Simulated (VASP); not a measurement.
# AlNi in VASP: further runs, part 2 of 2

VASP 6.6.1. Earlier steps stand in the parts before.

**4. Single point, PBEsol (strain along c alone, the other axes held: -3.0 %)**

INCAR reads:

```
SYSTEM = AlNi
  PREC = Accurate
  ENCUT = 520
  EDIFF = 1E-7
  ISMEAR = 0
  SIGMA = 0.1
  LREAL = .FALSE.
  LASPH = .TRUE.
  NELM = 80
  ALGO = Fast
  ISIF = 2
  LWAVE = .FALSE.
  LCHARG = .FALSE.
  GGA = PS
  NBANDS = 14
```

KPOINTS reads:

```
Automatic mesh
0
G
  18 18 18
  0 0 0
```

POSCAR reads:

```
AlNi
1.0
    2.8623511850      0.0000000000      0.0000000000
    0.0000000000      2.8623511850      0.0000000000
    0.0000000000      0.0000000000      2.7764806495
Al Ni
1 1
Direct
    0.5000000000      0.5000000000      0.5000000000
    0.0000000000      0.0000000000      0.0000000000
```

Potentials or basis: VASP PAW PBE potentials, release 64 (Al, Ni).

On the command line:

```bash
$ cat potpaw_PBE.64/Al/POTCAR potpaw_PBE.64/Ni/POTCAR > POTCAR
$ mpirun -np 1 vasp_std > vasp.out
```

OUTCAR:

```text
SYSTEM = AlNi
   PREC = Accurate
   ENCUT = 520
   EDIFF = 1E-7
   ISMEAR = 0
   LREAL = .FALSE.
   LASPH = .TRUE.
   NELM = 80
   ISIF = 2
   GGA = PS

 ion  position               nearest neighbor table
   1  0.500  0.500  0.500-   2 2.45   2 2.45   2 2.45   2 2.45   2 2.45   2 2.45   2 2.45   2 2.45

   2  0.000  0.000  0.000-   1 2.45   1 2.45   1 2.45   1 2.45   1 2.45   1 2.45   1 2.45   1 2.45

  LATTYP: Found a simple tetragonal cell.
 ALAT       =     2.8623511850
 C/A-ratio  =     0.9700000000

  Lattice vectors:

 A1 = (   2.8623511850,   0.0000000000,   0.0000000000)
[... 590 lines left out ...]
     12      24.8621      0.00000
     13      25.4181      0.00000
     14      28.5723      0.00000

 [... further k-points ...]
[... 5 lines left out ...]
  --------------------------------------------------------------------------------------
  -------------------------------------------------------------------------------------
  Total        0.6716292      0.6716292      1.1071981      0.0000000     -0.0000000      0.0000000
  in kB       47.3041928     47.3041928     77.9821897      0.0000000     -0.0000000      0.0000000
  external PRESSURE =      57.5301918 kB  Pullay stress =       0.0000000 kB

 VOLUME and BASIS-vectors are now :
 -----------------------------------------------------------------------------
  energy-cutoff  :      520.00
  volume of cell :       22.75
      direct lattice vectors                 reciprocal lattice vectors
     2.862351185  0.000000000  0.000000000     0.349363141  0.000000000  0.000000000
     0.000000000  2.862351185  0.000000000     0.000000000  0.349363141  0.000000000
     0.000000000  0.000000000  2.776480649     0.000000000  0.000000000  0.360168186

 POSITION                                       TOTAL-FORCE (eV/Angst)
 -----------------------------------------------------------------------------------
      1.43118      1.43118      1.38824         0.000000      0.000000      0.000000
      0.00000      0.00000      0.00000         0.000000      0.000000      0.000000
 -----------------------------------------------------------------------------------
    total drift:                                0.000000      0.000000      0.000000

  FREE ENERGIE OF THE ION-ELECTRON SYSTEM (eV)
  ---------------------------------------------------
  free  energy   TOTEN  =       -11.5720913761 eV

  energy  without entropy=      -11.5685025846  energy(sigma->0) =      -11.57029698
```

OSZICAR:

```text
N       E                     dE             d eps       ncg     rms          rms(c)
DAV:   1     0.406970033315E+02    0.40697E+02   -0.54684E+03 15768   0.992E+02
DAV:   2    -0.114350684278E+02   -0.52132E+02   -0.47022E+02 16486   0.183E+02
DAV:   3    -0.132296038985E+02   -0.17945E+01   -0.17747E+01 19658   0.374E+01
DAV:   4    -0.132537981111E+02   -0.24194E-01   -0.24188E-01 18352   0.392E+00
DAV:   5    -0.132545228163E+02   -0.72471E-03   -0.72469E-03 19828   0.741E-01    0.131E+01
RMM:   6    -0.151206836910E+02   -0.18662E+01   -0.15254E+01 18795   0.489E+01    0.169E+01
RMM:   7    -0.115893212605E+02    0.35314E+01   -0.41565E+00 17352   0.249E+01    0.131E+00
RMM:   8    -0.115833230177E+02    0.59982E-02   -0.84123E-02 16593   0.290E+00    0.751E-01
RMM:   9    -0.115761785533E+02    0.71445E-02   -0.29450E-02 17663   0.115E+00    0.574E-01
RMM:  10    -0.115720905202E+02    0.40880E-02   -0.84518E-03 18940   0.116E+00    0.156E-01
RMM:  11    -0.115722164311E+02   -0.12591E-03   -0.84341E-04 21002   0.334E-01    0.119E-01
RMM:  12    -0.115720814785E+02    0.13495E-03   -0.28680E-04 21182   0.179E-01    0.237E-02
RMM:  13    -0.115720899889E+02   -0.85105E-05   -0.90797E-05 21205   0.639E-02    0.647E-03
RMM:  14    -0.115720912051E+02   -0.12162E-05   -0.14454E-05 22529   0.283E-02    0.434E-03
RMM:  15    -0.115720914098E+02   -0.20477E-06   -0.21053E-06 21005   0.881E-03    0.289E-03
RMM:  16    -0.115720913761E+02    0.33716E-07   -0.26306E-07 13956   0.489E-03
   1 F= -.11572091E+02 E0= -.11570297E+02  d E =-.358879E-02
```

It took 3.9 min on 1 thread of Intel Xeon 8259CL, shared host; peak memory 0.29 GiB.

Results:

| Property | Result |
| --- | --- |
| Free energy | -11.5721 eV |
| Pressure | 5.8 GPa |
| Band gap on the k mesh | zero (an odd number of electrons rules out a gap without spin polarisation) |

Levels at points of the mesh, in eV from the Fermi level:
```
           k point  band 4  band 5  band 6  band 7  band 8  band 9  band 10  band 11
(0.00, 0.00, 0.00)   -1.71   -1.62   -1.62    5.33    5.33    6.48     8.18     8.39
(0.50, 0.00, 0.00)   -2.47   -2.28   -1.53   -0.76    8.32    9.84    10.91    10.98
(0.50, 0.50, 0.00)   -3.16   -2.13   -2.13   -1.13    1.35    2.55    13.39    15.98
(0.00, 0.00, 0.50)   -2.46   -2.46   -1.60   -0.52    8.36    9.97     9.97    11.31
(0.50, 0.00, 0.50)   -2.87   -2.29   -2.26   -1.06    1.66    2.84    12.60    15.14
(0.50, 0.50, 0.50)   -1.09   -1.01    1.91    1.91    1.98    4.18     4.47     4.81
```

Caveat: the cell differs from its parent crystal (strain along c alone, the other axes held: -3.0 %); the cell stands under pressure; the PAW data sets were made with another functional, which shifts forces and pressure a little. Spin polarisation is off, so any magnetic state and its effect on volume and gap are missing.

**5. Single point, PBEsol (strain along c alone, the other axes held: -1.5 %)**

INCAR reads:

```
SYSTEM = AlNi
PREC     = Accurate       ! precision mode
ENCUT    = 520            ! plane-wave cutoff, eV
EDIFF    = 1E-6           ! SCF threshold, eV
ISMEAR   = 0              ! smearing method
SIGMA    = 0.1            ! smearing width, eV
LREAL    = .FALSE.        ! projectors in reciprocal space
LASPH    = .TRUE.         ! aspherical terms in the spheres
NELM     = 100            ! most SCF steps
ALGO     = Fast           ! electronic algorithm
ISIF     = 2              ! what is computed and relaxed
LWAVE    = .FALSE.        ! write WAVECAR
LCHARG   = .TRUE.         ! write CHGCAR
GGA      = PS             ! functional
LELF     = .TRUE.         ! ELF
LVHAR    = .TRUE.       
NBANDS   = 14             ! bands
```

KPOINTS is that of step 4.

POSCAR: that of step 4 with these lines changed.

```diff
@@ -4,3 +4,3 @@
     0.0000000000      2.8623511850      0.0000000000
-    0.0000000000      0.0000000000      2.7764806495
+    0.0000000000      0.0000000000      2.8194159173
 Al Ni
```

Potentials or basis: VASP PAW PBE potentials, release 64 (Al, Ni).

On the command line:

```bash
$ cat potpaw_PBE.64/Al/POTCAR potpaw_PBE.64/Ni/POTCAR > POTCAR
$ mpirun -np 1 vasp_std > vasp.out
```

OUTCAR:

```text
SYSTEM = AlNi
   PREC = Accurate
   ENCUT = 520
   EDIFF = 1E-6
   ISMEAR = 0
   LREAL = .FALSE.
   LASPH = .TRUE.
   NELM = 100
   ISIF = 2
   GGA = PS

 ion  position               nearest neighbor table
   1  0.500  0.500  0.500-   2 2.47   2 2.47   2 2.47   2 2.47   2 2.47   2 2.47   2 2.47   2 2.47

   2  0.000  0.000  0.000-   1 2.47   1 2.47   1 2.47   1 2.47   1 2.47   1 2.47   1 2.47   1 2.47

  LATTYP: Found a simple tetragonal cell.
 ALAT       =     2.8623511850
 C/A-ratio  =     0.9850000000

  Lattice vectors:

 A1 = (   2.8623511850,   0.0000000000,   0.0000000000)
 A2 = (   0.0000000000,   2.8623511850,   0.0000000000)
 A3 = (   0.0000000000,   0.0000000000,   2.8194159173)

Analysis of symmetry for initial positions (statically):
=====================================================================
 Subroutine PRICEL returns:
 Original cell was already a primitive cell.

 Routine SETGRP: Setting up the symmetry group for a
 simple tetragonal supercell.

 Subroutine GETGRP returns: Found 16 space group operations
 (whereof 16 operations were pure point group operations)
 out of a pool of 16 trial point group operations.

The static configuration has the point symmetry D_4h.

[... 170 lines left out ...]
  band No.  band energies     occupation
      1      -1.0269      2.00000
      2       6.9494      2.00000
      3       6.9608      2.00000
      4       8.7190      2.00000
      5       8.7640      2.00000
      6       8.7640      2.00000
      7      15.8206      0.00000
      8      15.8206      0.00000
      9      16.3786      0.00000
     10      18.5569      0.00000
     11      18.6704      0.00000
     12      24.7291      0.00000
     13      31.4405      0.00000
     14      31.7873      0.00000
[... 377 lines left out ...]
      1       1.2067      2.00000
      2       5.9062      2.00000
      3       7.3305      2.00000
      4       8.0552      2.00000
      5       8.2416      2.00000
      6       8.7488      2.00000
      7      10.2646      1.86725
      8      16.0247      0.00000
      9      19.0386      0.00000
     10      19.6901      0.00000
     11      22.7515      0.00000
     12      24.5491      0.00000
     13      24.7935      0.00000
     14      28.0203      0.00000

 [... further k-points ...]
[... 5 lines left out ...]
  --------------------------------------------------------------------------------------
  -------------------------------------------------------------------------------------
  Total        0.3128550      0.3128550      0.4898640      0.0000000     -0.0000000      0.0000000
  in kB       21.6994467     21.6994467     33.9766934      0.0000000     -0.0000000      0.0000000
  external PRESSURE =      25.7918623 kB  Pullay stress =       0.0000000 kB

 VOLUME and BASIS-vectors are now :
 -----------------------------------------------------------------------------
  energy-cutoff  :      520.00
  volume of cell :       23.10
      direct lattice vectors                 reciprocal lattice vectors
     2.862351185  0.000000000  0.000000000     0.349363141  0.000000000  0.000000000
     0.000000000  2.862351185  0.000000000     0.000000000  0.349363141  0.000000000
     0.000000000  0.000000000  2.819415917     0.000000000  0.000000000  0.354683392

 POSITION                                       TOTAL-FORCE (eV/Angst)
 -----------------------------------------------------------------------------------
      1.43118      1.43118      1.40971         0.000000      0.000000      0.000000
      0.00000      0.00000      0.00000         0.000000      0.000000      0.000000
 -----------------------------------------------------------------------------------
    total drift:                               -0.000000      0.000000      0.000000

  FREE ENERGIE OF THE ION-ELECTRON SYSTEM (eV)
  ---------------------------------------------------
  free  energy   TOTEN  =       -11.5845942983 eV

  energy  without entropy=      -11.5809955396  energy(sigma->0) =      -11.58279492
```

OSZICAR:

```text
N       E                     dE             d eps       ncg     rms          rms(c)
DAV:   1     0.401411493094E+02    0.40141E+02   -0.54477E+03 15776   0.980E+02
DAV:   2    -0.114448781082E+02   -0.51586E+02   -0.46523E+02 16486   0.181E+02
DAV:   3    -0.132217375927E+02   -0.17769E+01   -0.17554E+01 19362   0.374E+01
DAV:   4    -0.132453705235E+02   -0.23633E-01   -0.23626E-01 18458   0.389E+00
DAV:   5    -0.132460706845E+02   -0.70016E-03   -0.70015E-03 19798   0.730E-01    0.129E+01
RMM:   6    -0.151731589503E+02   -0.19271E+01   -0.15444E+01 18782   0.491E+01    0.170E+01
RMM:   7    -0.116016911831E+02    0.35715E+01   -0.42284E+00 17315   0.251E+01    0.127E+00
RMM:   8    -0.115957639407E+02    0.59272E-02   -0.86361E-02 16546   0.292E+00    0.752E-01
RMM:   9    -0.115888362499E+02    0.69277E-02   -0.30276E-02 17591   0.115E+00    0.581E-01
RMM:  10    -0.115845758991E+02    0.42604E-02   -0.84927E-03 18890   0.117E+00    0.146E-01
RMM:  11    -0.115847619747E+02   -0.18608E-03   -0.86048E-04 20930   0.341E-01    0.132E-01
RMM:  12    -0.115845827045E+02    0.17927E-03   -0.35198E-04 20609   0.206E-01    0.204E-02
RMM:  13    -0.115845925574E+02   -0.98530E-05   -0.96370E-05 20945   0.662E-02    0.746E-03
RMM:  14    -0.115845938581E+02   -0.13007E-05   -0.14924E-05 21038   0.295E-02    0.344E-03
RMM:  15    -0.115845942983E+02   -0.44020E-06   -0.21089E-06 13859   0.126E-02
   1 F= -.11584594E+02 E0= -.11582795E+02  d E =-.359876E-02
```

stdout:

```text
POSCAR found type information on POSCAR AlNi
 POSCAR found :  2 types and       2 ions
 scaLAPACK will be used
 -----------------------------------------------------------------------------
|                                                                             |
|                                                                             |
|     You enforced a specific xc type in the INCAR file but a different       |
|     I HOPE YOU KNOW WHAT YOU ARE DOING!                                     |
|                                                                             |
 -----------------------------------------------------------------------------

 LDA part: xc-table for (Slater+PW92), standard interpolation
 POSCAR, INCAR and KPOINTS ok, starting setup
 FFT: planning ... GRIDC
 FFT: planning ... GRID_SOFT
 FFT: planning ... GRID
 WAVECAR not read
 entering main loop
WARNING in EDDRMM: call to ZHEGV failed, returncode =   6  3     13
```

Run time: 3.5 min. Hardware: 1 thread of Intel Xeon 8259CL, shared host; peak memory 0.29 GiB.

What came out:

| Property | Result |
| --- | --- |
| Free energy | -11.5846 eV |
| Pressure | 2.6 GPa |
| Band gap on the k mesh | zero (an odd number of electrons rules out a gap without spin polarisation) |

Caveat: the cell differs from its parent crystal (strain along c alone, the other axes held: -1.5 %); the PAW data sets were made with another functional, which shifts forces and pressure a little. Spin polarisation is off, so any magnetic state and its effect on volume and gap are missing.

**6. Overview**

```tsv
cell	gap on the mesh (eV)	pressure (GPa)
a = 2.862 Å, 2 atoms	none	0.1
a = 2.862, b = 2.862, c = 2.734 Å, 2 atoms	none	8.9
a = 2.862, b = 2.862, c = 2.776 Å, 2 atoms	none	5.8
a = 2.862, b = 2.862, c = 2.819 Å, 2 atoms	none	2.6
```

Alike in all rows: task single point; level PBEsol; potentials or basis VASP PAW PBE potentials, release 64 (Al, Ni); no spin polarisation; k mesh 18 × 18 × 18; cutoff (eV) 520; smearing gaussian 0.1 eV.

Caveats: the PAW data sets were made with another functional, which shifts forces and pressure a little; the stress differs along the axes, from 7 to 12 GPa (at least some runs); the cell stands under pressure (at least some runs).

Total energies depend on the potentials used, so only differences within one code and one set of settings carry meaning.
